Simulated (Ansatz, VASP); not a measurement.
## Two plane-wave programs on H2C

Contents of POSCAR:

```
H2C
1.0
   12.0000000000      0.0000000000      0.0000000000
    0.0000000000     12.5000000000      0.0000000000
    0.0000000000      0.0000000000     13.0000000000
C H
2 4
Direct
    0.5000000000      0.5000000000      0.5512393249
    0.5000000000      0.5000000000      0.4487606751
    0.5000000000      0.5742480162      0.5953335202
    0.5000000000      0.4257519838      0.5953335202
    0.5000000000      0.5742480162      0.4046664798
    0.5000000000      0.4257519838      0.4046664798
```

INCAR.step1

```
SYSTEM = H2C
  ALGO = Normal
  EDIFF = 1E-5
  ENCUT = 580
  GGA = PE
  GGA_COMPAT = .False.
  ISMEAR = 0
  LASPH = .True.
  LCHARG = .False.
  LREAL = .False.
  LWAVE = .True.
  NBANDS = 15
  NELM = 120
  NELMDL = -8
  PREC = Accurate
  SIGMA = 0.01
```

Contents of INCAR.step2:

```
SYSTEM = H2C
  ALGO = Normal
  EDIFF = 1E-6
  ENCUT = 580
  GGA_COMPAT = .False.
  ISIF = 2
  ISMEAR = 0
  ISTART = 1
  LASPH = .True.
  LCHARG = .False.
  LMIXTAU = .True.
  LREAL = .False.
  LWAVE = .False.
  METAGGA = R2SCAN
  NBANDS = 15
  NELM = 120
  PREC = Accurate
  SIGMA = 0.01
```

KPOINTS

```
k-points
0
Gamma
  1 1 1
  0 0 0
```

Input for Ansatz:

```yaml
crystal:
  lattice:
    - [12.0, 0.0, 0.0]
    - [0.0, 12.5, 0.0]
    - [0.0, 0.0, 13.0]
  atoms:
    - { symbol: C, position: [0.5, 0.5, 0.5512393249] }
    - { symbol: C, position: [0.5, 0.5, 0.4487606751] }
    - { symbol: H, position: [0.5, 0.5742480162, 0.5953335202] }
    - { symbol: H, position: [0.5, 0.4257519838, 0.5953335202] }
    - { symbol: H, position: [0.5, 0.5742480162, 0.4046664798] }
    - { symbol: H, position: [0.5, 0.4257519838, 0.4046664798] }
scf:
  occupations: { method: fixed }
output:
  forces: true
hamiltonian:
  xc: r2scan
kpoints:
  mp_grid: { grid: [1, 1, 1] }
```

Alike in both runs: task single point; functional r2SCAN; k mesh 1 × 1 × 1; no spin polarisation.

|  | VASP | Ansatz |
| --- | --- | --- |
| version | VASP 6.6.1 | Ansatz 0.2.0 |
| potentials or method | VASP PAW PBE potentials, release 64 (C, H) | scalar-relativistic, plane waves, PAW |
| plane-wave cutoff (eV) | 580 | 500 |
| occupations | gaussian, width 0.01 eV | fixed |
| valence electrons in the cell | 12 | 12 |

|  | VASP | Ansatz | Ansatz less VASP |
| --- | --- | --- | --- |
| rms of the force components (eV/Å) | 0.112 | 0.139 | +0.0270 |

VASP's potentials were made for PBE, not for r2SCAN. Atom by atom the forces differ by 0.027 eV/Å (rms over components).
